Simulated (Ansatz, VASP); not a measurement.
# AgCl: VASP beside Ansatz

POSCAR

```
AgCl
1.0
    0.0000000000      2.7350000000      2.7350000000
    2.7350000000      0.0000000000      2.7350000000
    2.7350000000      2.7350000000      0.0000000000
Ag Cl
1 1
Direct
    0.0000000000      0.0300000000      0.0000000000
    0.5000000000      0.5000000000      0.5000000000
```

The input INCAR.step1:

```
ALGO = Normal ; EDIFF = 1E-4
ENCUT = 520 ; GGA = PE
ISMEAR = 0 ; LASPH = True
LCHARG = False ; LREAL = False
LWAVE = True ; NBANDS = 16
NELM = 80 ; PREC = Accurate
SIGMA = 0.01
```

File INCAR.step2:

```
ALGO = Normal ; EDIFF = 1E-7
ENCUT = 520 ; ISIF = 2
ISMEAR = 0 ; ISTART = 1
IVDW = 13 ; LASPH = True
LCHARG = False ; LMIXTAU = True
LREAL = False ; LWAVE = False
METAGGA = R2SCAN ; NBANDS = 16
NELM = 80 ; PREC = Accurate
SIGMA = 0.01 ; VDW_A1 = 0.51559235
VDW_A2 = 5.77342911 ; VDW_S6 = 1.0
VDW_S8 = 0.6018749
```

The input KPOINTS:

```
k-points
0
Gamma
  3 3 3
```

Input for Ansatz:

```yaml
crystal:
  lattice:
    - [0.0, 2.735, 2.735]
    - [2.735, 0.0, 2.735]
    - [2.735, 2.735, 0.0]
  atoms:
    - { symbol: Ag, position: [0.0, 0.03, 0.0] }
    - { symbol: Cl, position: [0.5, 0.5, 0.5] }
kpoints:
  mp_grid:
    grid: [3, 3, 3]
hamiltonian:
  xc: r2scan
  dispersion: d4
scf:
  occupations:
    method: fixed
output:
  forces: true
```

Alike in both runs: task single point; functional r2SCAN; dispersion D4; k mesh 3 × 3 × 3; no spin polarisation.

```csv
,VASP,Ansatz
version,VASP 6.6.1,Ansatz 0.2.0
potentials or method,"VASP PAW PBE potentials, release 64 (Ag, Cl)","plane waves, PAW"
plane-wave cutoff (eV),520,500
occupations,"gaussian, width 0.01 eV",fixed
valence electrons in the cell,18,26
```

```tsv
	VASP	Ansatz	Ansatz less VASP
rms of the force components (eV/Å)	0.124	0.125	+0.0008
```

VASP's potentials were made for PBE, not for r2SCAN. Atom by atom the forces differ by 0.001 eV/Å (rms over components). VASP's potentials hold 18 valence electrons a cell and Ansatz's 26, so a difference there can come from the potentials and not from the codes.

The k mesh is coarse, so the values compare programs but aren't converged.
